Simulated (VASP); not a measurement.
Input of a VASP 6.6.1 run:

File INCAR:

```
SYSTEM = ZnO
PREC = Accurate ; ENCUT = 600
EDIFF = 1E-6 ; ISMEAR = -1
SIGMA = 0.1 ; LREAL = .False.
LASPH = .True. ; NELM = 80
ALGO = Normal ; ISIF = 3
LWAVE = .False. ; LCHARG = .False.
GGA = PE ; IBRION = 2
NSW = 60 ; EDIFFG = -0.005
PSTRESS = 1300.0
```

Contents of KPOINTS:

```
Automatic mesh
0
Gamma
  13 13 7
  0 0 0
```

Contents of POSCAR:

```
ZnO
1.0
    2.7950203290      0.0000000000      0.0000000000
   -1.3975101645      2.4205586090      0.0000000000
    0.0000000000      0.0000000000      4.5558831363
Zn O
2 2
Direct
    0.3333333333      0.6666666667      0.0000000000
    0.6666666667      0.3333333333      0.5000000000
    0.3333333333      0.6666666667      0.3760000000
    0.6666666667      0.3333333333      0.8760000000
```

Potentials or basis: VASP PAW PBE potentials, release 64 (Zn, O).

Launch:

```console
$ cat potpaw_PBE.64/Zn/POTCAR potpaw_PBE.64/O/POTCAR > POTCAR
$ mpirun -np 1 vasp_std > vasp.out
```

Q: Predict the relaxed cell.

A: a = 2.562 Å, b = 2.562 Å, c = 5.481 Å, α = 90.00°, β = 90.00°, γ = 120.00°.

Q: What does it give for the band gap on the k mesh?

A: 1.26 eV.

The path:
| step | energy change (eV) | largest force (eV/Å) | pressure (GPa) | volume (Å³) |
| --- | --- | --- | --- | --- |
| 1 | 0.0000 | 0.1781 | 176.17 | 30.82 |
| 3 | -2.2647 | 0.0080 | 125.44 | 33.25 |
| 5 | -2.0390 | 0.0208 | 130.46 | 32.97 |
| 7 | -2.0452 | 0.2383 | 130.32 | 32.97 |
| 9 | -2.0691 | 0.2832 | 129.68 | 33.00 |
| 11 | -2.1792 | 0.4532 | 126.99 | 33.11 |
| 13 | -2.6224 | 0.3998 | 113.38 | 33.42 |
| 15 | -2.7582 | 0.3700 | 106.57 | 33.50 |
| 17 | -2.7959 | 0.6811 | 103.18 | 33.52 |
| 19 | -2.7989 | 0.6959 | 102.98 | 33.53 |
| 21 | -2.8112 | 0.7666 | 102.00 | 33.54 |
| 23 | -2.8191 | 0.8245 | 101.24 | 33.55 |
| 25 | -2.8048 | 0.8148 | 101.36 | 33.52 |
| 27 | -2.7395 | 0.7758 | 102.45 | 33.41 |
| 29 | -2.4666 | 0.6270 | 106.88 | 32.97 |
| 31 | -1.1607 | 0.1915 | 127.08 | 31.16 |
| 33 | -1.2636 | 0.1700 | 126.48 | 31.28 |
| 35 | -1.2114 | 0.0094 | 129.52 | 31.22 |
| 37 | -1.2016 | 0.0081 | 129.41 | 31.20 |
| 39 | -1.1686 | 0.0055 | 130.02 | 31.16 |
| 41 | -1.1731 | 0.0035 | 129.89 | 31.17 |
| 42 | -1.1718 | 0.0037 | 129.98 | 31.17 |

Caveat: the cell is relaxed towards a set pressure, so the run minimises the enthalpy, not the energy; a cell axis changed by over 15 % at a fixed basis, so the end point is rough; an odd mesh through Γ misses points on the zone boundary, where band edges can lie.
